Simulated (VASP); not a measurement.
# TaN (P6_3mc) in VASP: a series of runs

Runs on TaN. Level: PBE. Tasks: single point.

Program: VASP 6.6.1. These are calculated values, not measurements. Logs are shortened: lines on timing, memory, paths and dates and some standing lists are left out, and cuts for length are marked.

## (1) The cell of the first run

It takes space group P6_3mc (No. 186, hexagonal). The conventional cell has a = 2.980 Å, b = 2.980 Å, c = 6.007 Å, α = 90.00°, β = 90.00°, γ = 120.00°. Within 2.6 Å of Ta (site symmetry 3m) lie 4 N at 1.95 to 2.02 Å. N (site symmetry 3m) has 4 Ta at 1.95 to 2.02 Å within 2.6 Å.

## (2) Single point, PBE (11.55 Å³/atom)

Input file INCAR:

```
SYSTEM = TaN
ALGO = Normal ; EDIFF = 1E-6
ENCUT = 700 ; GGA = PE
GGA_COMPAT = .False. ; ISIF = 2
ISMEAR = 0 ; LASPH = .True.
LCHARG = .False. ; LREAL = .False.
LWAVE = .False. ; NBANDS = 26
NELM = 120 ; PREC = Accurate
SIGMA = 0.15
```

Input file KPOINTS:

```
k-points
0
Gamma
  18 18 8
  0 0 0
```

Input file POSCAR:

```
TaN
1.0
    2.9802191287      0.0000000000      0.0000000000
   -1.4901095644      2.5809454743      0.0000000000
    0.0000000000      0.0000000000      6.0069296759
Ta N
2 2
Direct
    0.3333333333      0.6666666667      0.0304880884
    0.6666666667      0.3333333333      0.5304880884
    0.3333333333      0.6666666667      0.3545119116
    0.6666666667      0.3333333333      0.8545119116
```

Potentials or basis: VASP PAW PBE potentials, release 64 (Ta_sv_GW, N).

Command:

```bash
cat potpaw_PBE.64/Ta_sv_GW/POTCAR potpaw_PBE.64/N/POTCAR > POTCAR
mpirun -np 1 vasp_std > vasp.out
```

OUTCAR:

```text
SYSTEM = TaN
   EDIFF = 1E-6
   ENCUT = 700
   GGA = PE
   ISIF = 2
   ISMEAR = 0
   LASPH = .True.
   LREAL = .False.
   NELM = 120
   PREC = Accurate

 ion  position               nearest neighbor table
   1  0.333  0.667  0.030-   3 1.95   4 2.02   4 2.02   4 2.02
   2  0.667  0.333  0.530-   4 1.95   3 2.02   3 2.02   3 2.02
   3  0.333  0.667  0.355-   1 1.95   2 2.02   2 2.02   2 2.02
   4  0.667  0.333  0.855-   2 1.95   1 2.02   1 2.02   1 2.02

  LATTYP: Found a hexagonal cell.
 ALAT       =     2.9802191287
 C/A-ratio  =     2.0156000000

  Lattice vectors:

 A1 = (   2.9802191287,   0.0000000000,   0.0000000000)
 A2 = (  -1.4901095644,   2.5809454743,   0.0000000000)
 A3 = (   0.0000000000,   0.0000000000,   6.0069296759)

Analysis of symmetry for initial positions (statically):
=====================================================================
 Subroutine PRICEL returns:
 Original cell was already a primitive cell.

 Routine SETGRP: Setting up the symmetry group for a
 hexagonal supercell.

 Subroutine GETGRP returns: Found 12 space group operations
 (whereof  6 operations were pure point group operations)
 out of a pool of 24 trial point group operations.

The static configuration has the point symmetry C_3v.
 The point group associated with its full space group is C_6v.

Analysis of symmetry for dynamics (positions and initial velocities):
=====================================================================
 Subroutine PRICEL returns:
 Original cell was already a primitive cell.

 Routine SETGRP: Setting up the symmetry group for a
 hexagonal supercell.

 Subroutine GETGRP returns: Found 12 space group operations
 (whereof  6 operations were pure point group operations)
 out of a pool of 24 trial point group operations.

The dynamic configuration has the point symmetry C_3v.
 The point group associated with its full space group is C_6v.

 Subroutine INISYM returns: Found 12 space group operations
 (whereof  6 operations are pure point group operations),
 and found     1 'primitive' translations

----------------------------------------------------------------------------------------

                                     Primitive cell
[... 84 lines left out ...]
   NGXF,Y,Z  is equivalent  to a cutoff of  31.24, 31.24, 29.89 a.u.
 SYSTEM =  TaN
   PREC   = accura    normal or accurate (medium, high low for compatibility)
   ISTART =      0    job   : 0-new  1-cont  2-samecut
   ICHARG =      2    charge: 1-file 2-atom 10-const
   ISPIN  =      1    spin polarized calculation?
   LNONCOLLINEAR =      F non collinear calculations
   LSORBIT =      F    spin-orbit coupling
   LASPH  =      T    aspherical Exc in radial PAW
   ENCUT  =  700.0 eV  51.45 Ry    7.17 a.u.   6.43  6.43 12.96*2*pi/ulx,y,z
   NELM   =    120;   NELMIN=  2; NELMDL= -5     # of ELM steps
   EDIFF  = 0.1E-05   stopping-criterion for ELM
   LREAL  =      F    real-space projection
[... 7 lines left out ...]
   TEBEG  =    0.0;   TEEND  =   0.0 temperature during run
   PSTRESS=    0.0 pullay stress
   NELECT =      36.0000    total number of electrons
   NUPDOWN=      -1.0000    fix difference up-down
   EMIN   =  10.00;   EMAX   =-10.00  energy-range for DOS
   EFERMI =   0.00;   METHOD = LEGACY
   ISMEAR =     0;   SIGMA  =   0.15  broadening in eV -4-tet -1-fermi 0-gaus
   EFERMI_NEDOS =   21; number of points for ismear=-14 and -15
   IALGO  =     38    algorithm
   IMIX   =      4    mixing-type and parameters
     AMIX     =   0.40;   BMIX     =  1.00
     AMIX_MAG =   1.60;   BMIX_MAG =  1.00
  volume/ion in A,a.u.               =      11.55        77.95
  Fermi-wavevector in a.u.,A,eV,Ry     =   1.506431  2.846741 30.876154  2.269333
  Thomas-Fermi vector in A             =   2.617149
   LORBIT       =      0    0 simple, 1 ext, 2 COOP (PROOUT), +10 PAW based schemes
   GGA     = PE    functional components
   LHFCALC =     F    Hartree Fock is set to
   AEXX    =    0.0000 exact exchange contribution
   IVDW    =     0    specifies the selected vdW correction
   LEPSILON=     F    determine dielectric tensor
   LRPA    =     F    only Hartree local field effects (RPA)
 non-spin polarized calculation
 Gauss-broadening in eV      SIGMA  =   0.15
  energy-cutoff  :      700.00
  volume of cell :       46.20
 maximum number of plane-waves:      1974
 NGX is ok and might be reduce to    28
   NGX = 13   NGY = 13   NGZ = 25

 number of electron      36.0000000 magnetization

 Free energy of the ion-electron system (eV)
  ---------------------------------------------------
  ext. energy  EPLUGINS =         0.00000000
  ---------------------------------------------------
  free energy    TOTEN  =       -47.68281112 eV

  energy without entropy =      -47.67298983  energy(sigma->0) =      -47.67790048

 E-fermi :  11.5617     XC(G=0): -13.0915

 val. band max:       11.5610791179   @ k =   0.2778   0.2778   0.1250
 cond. band min:      11.5731320373   @ k =   0.2778   0.2778   0.0000
 fundamental gap:      0.0120529194
 Fermi energy:        11.5617203750

 k-point     1 :       0.0000    0.0000    0.0000
  band No.  band energies     occupation
      1     -56.8820      2.00000
      2     -56.8665      2.00000
      3     -23.9647      2.00000
      4     -23.4764      2.00000
      5     -23.0617      2.00000
      6     -23.0617      2.00000
[... 685 lines left out ...]
     25      17.7497      0.00000
     26      18.6007      0.00000

 [... further k-points ...]

------------------------ aborting loop because EDIFF is reached ----------------------------------------

  FORCE on cell =-STRESS in cart. coord.  units (eV):
  Direction    XX          YY          ZZ          XY          YZ          ZX
  --------------------------------------------------------------------------------------
  -------------------------------------------------------------------------------------
  Total       12.2849208     12.2849208     10.1214312     -0.0000000      0.0000000      0.0000000
  in kB      425.9938879    425.9938879    350.9723733     -0.0000000      0.0000000      0.0000000
  external PRESSURE =     400.9867164 kB  Pullay stress =       0.0000000 kB

 VOLUME and BASIS-vectors are now :
 -----------------------------------------------------------------------------
  energy-cutoff  :      700.00
  volume of cell :       46.20
      direct lattice vectors                 reciprocal lattice vectors
     2.980219129  0.000000000  0.000000000     0.335545796  0.193727456  0.000000000
    -1.490109564  2.580945474  0.000000000     0.000000000  0.387454911  0.000000000
     0.000000000  0.000000000  6.006929676     0.000000000  0.000000000  0.166474398

 POSITION                                       TOTAL-FORCE (eV/Angst)
 -----------------------------------------------------------------------------------
     -0.00000      1.72063      0.18314        -0.000000     -0.000000      0.990019
      1.49011      0.86032      3.18660        -0.000000      0.000000      0.990019
     -0.00000      1.72063      2.12953        -0.000000     -0.000000     -0.990019
      1.49011      0.86032      5.13299         0.000000     -0.000000     -0.990019
 -----------------------------------------------------------------------------------
    total drift:                               -0.000001      0.000000     -0.000639

  FREE ENERGIE OF THE ION-ELECTRON SYSTEM (eV)
  ---------------------------------------------------
  free  energy   TOTEN  =       -47.6828111244 eV

  energy  without entropy=      -47.6729898264  energy(sigma->0) =      -47.67790048
```

OSZICAR:

```text
N       E                     dE             d eps       ncg     rms          rms(c)
DAV:   1     0.361168620113E+03    0.36117E+03   -0.26342E+04  9628   0.177E+03
DAV:   2    -0.297561967652E+02   -0.39092E+03   -0.38041E+03 11942   0.463E+02
DAV:   3    -0.556683416343E+02   -0.25912E+02   -0.25704E+02 13574   0.122E+02
DAV:   4    -0.563031670865E+02   -0.63483E+00   -0.63449E+00 12398   0.166E+01
DAV:   5    -0.563112880866E+02   -0.81210E-02   -0.81191E-02 13628   0.202E+00    0.935E+01
DAV:   6    -0.478361554890E+02    0.84751E+01   -0.36071E+01 12442   0.364E+01    0.104E+02
DAV:   7    -0.480026531514E+02   -0.16650E+00   -0.19493E+00 11196   0.877E+00    0.802E+01
DAV:   8    -0.478465347389E+02    0.15612E+00   -0.19870E+00 12164   0.820E+00    0.566E+01
DAV:   9    -0.476975003581E+02    0.14903E+00   -0.33324E-01 11690   0.407E+00    0.463E+01
DAV:  10    -0.477183328699E+02   -0.20833E-01   -0.20767E-02 12166   0.141E+00    0.395E+01
DAV:  11    -0.477107715436E+02    0.75613E-02   -0.18796E-03 13094   0.323E-01    0.300E+01
DAV:  12    -0.476968123967E+02    0.13959E-01   -0.96549E-03 12608   0.604E-01    0.226E+01
DAV:  13    -0.476886653664E+02    0.81470E-02   -0.73758E-03 12590   0.557E-01    0.153E+01
DAV:  14    -0.476841297004E+02    0.45357E-02   -0.61459E-03 12640   0.519E-01    0.827E+00
DAV:  15    -0.476829712798E+02    0.11584E-02   -0.23820E-03 12940   0.330E-01    0.287E+00
DAV:  16    -0.476828225183E+02    0.14876E-03   -0.34870E-04 12858   0.128E-01    0.837E-01
DAV:  17    -0.476828120334E+02    0.10485E-04   -0.32632E-05 12360   0.395E-02    0.175E-01
DAV:  18    -0.476828111244E+02    0.90906E-06   -0.34193E-06  9476   0.125E-02
   1 F= -.47682811E+02 E0= -.47677900E+02  d E =-.982130E-02
```

It took 4.3 min on 1 thread of Intel Xeon 6975P-C (Granite Rapids), shared host; peak memory 0.43 GiB.

What came out:

```yaml
Free_energy: -47.6828 eV
Pressure: 40.1 GPa
Largest_force: 0.990 eV/Å
Band_gap_on_the_k_mesh: zero (bands 18 and 19 overlap by 0.34 eV)
```

Forces in eV/Å, atoms in the order of the input:
```
Ta   0.000  0.000  0.990
Ta   0.000  0.000  0.990
N    0.000  0.000 -0.990
N    0.000  0.000 -0.990
```

Stress tensor (GPa, compression positive):
```
42.60  0.00  0.00
 0.00 42.60  0.00
 0.00  0.00 35.10
```

Caveat: the stress differs along the axes, from 35 to 43 GPa; spin-orbit coupling is left out, which moves the levels of the heavy elements.

## (3) Single point, PBE (11.55 Å³/atom)

Input file INCAR:

```
PREC = Accurate
ENCUT = 700
EDIFF = 1E-6
ISMEAR = 0
SIGMA = 0.15
LREAL = False
LASPH = True
NELM = 120
ALGO = Normal
ISIF = 2
LWAVE = False
LCHARG = False
GGA = PE
NBANDS = 26
GGA_COMPAT = False
```

Input file KPOINTS:

```
regular mesh
0
Gamma
  18 18 8
```

Input file POSCAR:

```
TaN
1.0
    3.0204398139      0.0000000000      0.0000000000
   -1.5102199070      2.6157776094      0.0000000000
    0.0000000000      0.0000000000      5.8480162527
Ta N
2 2
Direct
    0.3333333333      0.6666666667      0.0304880884
    0.6666666667      0.3333333333      0.5304880884
    0.3333333333      0.6666666667      0.3545119116
    0.6666666667      0.3333333333      0.8545119116
```

Potentials or basis: VASP PAW PBE potentials, release 64 (Ta_sv_GW, N).

Command:

```bash
cat potpaw_PBE.64/Ta_sv_GW/POTCAR potpaw_PBE.64/N/POTCAR > POTCAR
mpirun -np 1 vasp_std > vasp.out
```

Wall time 5.5 min (1 thread of Intel Xeon Platinum 8488C (Sapphire Rapids), shared host); peak memory 0.43 GiB.

Results (log left out):

```
Free energy            : -47.6521 eV
Pressure               : 43.2 GPa
Largest force          : 0.208 eV/Å
Band gap on the k mesh : zero (bands 18 and 19 overlap by 0.47 eV)
```

Forces in eV/Å, atoms in the order of the input:
```
Ta   0.000  0.000 -0.208
Ta   0.000  0.000 -0.208
N    0.000  0.000  0.208
N    0.000  0.000  0.208
```

Stress tensor (GPa, compression positive):
```
37.91  0.00  0.00
 0.00 37.91  0.00
 0.00  0.00 53.76
```

Levels at points of the mesh, in eV from the Fermi level:
```
           k point  band 15  band 16  band 17  band 18  band 19  band 20  band 21  band 22
(0.00, 0.00, 0.00)    -5.06    -5.06    -0.81    -0.68     0.08     0.08     2.54     2.54
(0.50, 0.00, 0.00)    -5.00    -4.02    -2.73    -0.38     1.39     2.47     3.08     4.00
(0.00, 0.00, 0.50)    -5.63    -5.63     0.32     0.32     1.08     1.08     1.08     1.08
(0.50, 0.00, 0.50)    -5.35    -5.35    -0.99    -0.99     1.73     1.73     3.88     3.88
```

Caveat: the stress differs along the axes, from 38 to 54 GPa; spin-orbit coupling is left out, which moves the levels of the heavy elements.

## (4) Single point, PBE (12.60 Å³/atom)

This run uses another cell than the first one, of 12.60 Å³/atom.

Input file INCAR:

```
SYSTEM = TaN
PREC = Accurate
ENCUT = 700
EDIFF = 1E-6
ISMEAR = 0
SIGMA = 0.15
LREAL = .False.
LASPH = .True.
NELM = 120
ALGO = Normal
ISIF = 2
LWAVE = .False.
LCHARG = .False.
GGA = PE
NBANDS = 26
GGA_COMPAT = .False.
```

Input file KPOINTS:

```
regular mesh
0
Gamma
  18 18 8
  0 0 0
```

Input file POSCAR:

```
TaN
1.0
    3.1093193448      0.0000000000      0.0000000000
   -1.5546596724      2.6927495410      0.0000000000
    0.0000000000      0.0000000000      6.0201001124
Ta N
2 2
Direct
    0.3333333333      0.6666666667      0.0304880884
    0.6666666667      0.3333333333      0.5304880884
    0.3333333333      0.6666666667      0.3545119116
    0.6666666667      0.3333333333      0.8545119116
```

Command:

```bash
cat potpaw_PBE.64/Ta_sv_GW/POTCAR potpaw_PBE.64/N/POTCAR > POTCAR
mpirun -np 1 vasp_std > vasp.out
```

Wall time 7 min (1 thread of AMD EPYC 7R13 (Zen 3), shared host); peak memory 0.43 GiB.

The run converged. Its results:

| Quantity | Value |
| --- | --- |
| Free energy | -48.3493 eV |
| Pressure | 11.6 GPa |
| Largest force | 0.070 eV/Å |
| Band gap on the k mesh | zero (bands 18 and 19 overlap by 0.46 eV) |

Forces in eV/Å, atoms in the order of the input:
```
Ta   0.000  0.000 -0.070
Ta   0.000  0.000 -0.070
N    0.000  0.000  0.070
N    0.000  0.000  0.070
```

Stress tensor (GPa, compression positive):
```
10.07  0.00  0.00
 0.00 10.07  0.00
 0.00  0.00 14.58
```

Levels at points of the mesh, in eV from the Fermi level:
| k point | band 15 | band 16 | band 17 | band 18 | band 19 | band 20 | band 21 | band 22 |
| --- | --- | --- | --- | --- | --- | --- | --- | --- |
| (0.00, 0.00, 0.00) | -4.65 | -4.65 | -0.80 | -0.73 | 0.13 | 0.13 | 2.29 | 2.29 |
| (0.50, 0.00, 0.00) | -4.84 | -3.78 | -2.41 | -0.47 | 1.24 | 2.25 | 2.78 | 3.57 |
| (0.00, 0.00, 0.50) | -5.16 | -5.16 | 0.23 | 0.23 | 1.01 | 1.01 | 1.01 | 1.01 |
| (0.50, 0.00, 0.50) | -4.93 | -4.93 | -0.94 | -0.94 | 1.55 | 1.55 | 3.46 | 3.46 |

Caveat: the cell stands under pressure; spin-orbit coupling is left out, which moves the levels of the heavy elements.

## (5) Single point, PBE (12.08 Å³/atom)

This run uses another cell than the first one, of 12.08 Å³/atom.

Input file INCAR:

```
PREC     = Accurate       # precision mode
ENCUT    = 700            # plane-wave cutoff, eV
EDIFF    = 1E-6           # SCF threshold, eV
ISMEAR   = 0              # smearing method
SIGMA    = 0.15           # smearing width, eV
LREAL    = False          # projectors in reciprocal space
LASPH    = True           # aspherical terms in the spheres
NELM     = 120            # most SCF steps
ALGO     = Normal         # electronic algorithm
ISIF     = 2              # what is computed and relaxed
LWAVE    = False          # write WAVECAR
LCHARG   = True           # write CHGCAR
GGA      = PE             # functional
LELF     = True           # ELF
LVHAR    = True         
NBANDS   = 26             # bands
GGA_COMPAT= False
```

Input file KPOINTS:

```
Automatic mesh
0
Gamma
  18 18 8
```

Input file POSCAR:

```
TaN
1.0
    3.0655238062      0.0000000000      0.0000000000
   -1.5327619031      2.6548214920      0.0000000000
    0.0000000000      0.0000000000      5.9353055006
Ta N
2 2
Direct
    0.3333333333      0.6666666667      0.0304880884
    0.6666666667      0.3333333333      0.5304880884
    0.3333333333      0.6666666667      0.3545119116
    0.6666666667      0.3333333333      0.8545119116
```

Command:

```bash
cat potpaw_PBE.64/Ta_sv_GW/POTCAR potpaw_PBE.64/N/POTCAR > POTCAR
mpirun -np 1 vasp_std > vasp.out
```

Wall time 5.5 min (1 thread of AMD EPYC 9R45 (Zen 5), shared host); peak memory 0.41 GiB.

The run converged. Its results:

```yaml
Free_energy: -48.1040 eV
Pressure: 25.7 GPa
Largest_force: 0.135 eV/Å
Band_gap_on_the_k_mesh: zero (bands 18 and 19 overlap by 0.44 eV)
```

Forces on the atoms (eV/Å):
```
Ta   0.000  0.000 -0.135
Ta   0.000  0.000 -0.135
N    0.000  0.000  0.135
N    0.000  0.000  0.135
```

Stress tensor (GPa, compression positive):
```
22.56  0.00  0.00
 0.00 22.56  0.00
 0.00  0.00 32.13
```

Levels at points of the mesh, in eV from the Fermi level:
```csv
k point,band 16,band 17,band 18,band 19,band 20,band 21
"(0.00, 0.00, 0.00)",-4.85,-0.77,-0.74,0.11,0.11,2.41
"(0.50, 0.00, 0.00)",-3.90,-2.57,-0.43,1.31,2.36,2.92
"(0.00, 0.00, 0.50)",-5.38,0.27,0.27,1.04,1.04,1.04
"(0.50, 0.00, 0.50)",-5.13,-0.97,-0.97,1.64,1.64,3.66
```

Caveat: the stress differs along the axes, from 23 to 32 GPa; spin-orbit coupling is left out, which moves the levels of the heavy elements.

## (6) The runs side by side

```tsv
cell	gap on the mesh (eV)	pressure (GPa)	largest force (eV/Å)
a = 2.980, b = 2.980, c = 6.007 Å, angles 90.0, 90.0, 120.0°, 4 atoms	none	40.1	0.99
a = 3.020, b = 3.020, c = 5.848 Å, angles 90.0, 90.0, 120.0°, 4 atoms	none	43.2	0.21
a = 3.109, b = 3.109, c = 6.020 Å, angles 90.0, 90.0, 120.0°, 4 atoms	none	11.6	0.07
a = 3.066, b = 3.066, c = 5.935 Å, angles 90.0, 90.0, 120.0°, 4 atoms	none	25.7	0.13
```

Alike in all rows: task single point; level PBE; potentials or basis VASP PAW PBE potentials, release 64 (Ta_sv_GW, N); no spin polarisation; k mesh 18 × 18 × 8; cutoff (eV) 700; smearing gaussian 0.15 eV.

Caveats: spin-orbit coupling is left out, which moves the levels of the heavy elements; the stress differs along the axes, from 35 to 43 GPa (at least some runs); the stress differs along the axes, from 38 to 54 GPa (at least some runs); the cell stands under pressure (at least some runs); the stress differs along the axes, from 23 to 32 GPa (at least some runs).

Total energies depend on the potentials used, so only differences within one code and one set of settings carry meaning.

The gap in the log of VASP goes by the Fermi energy; the results here count the filled bands.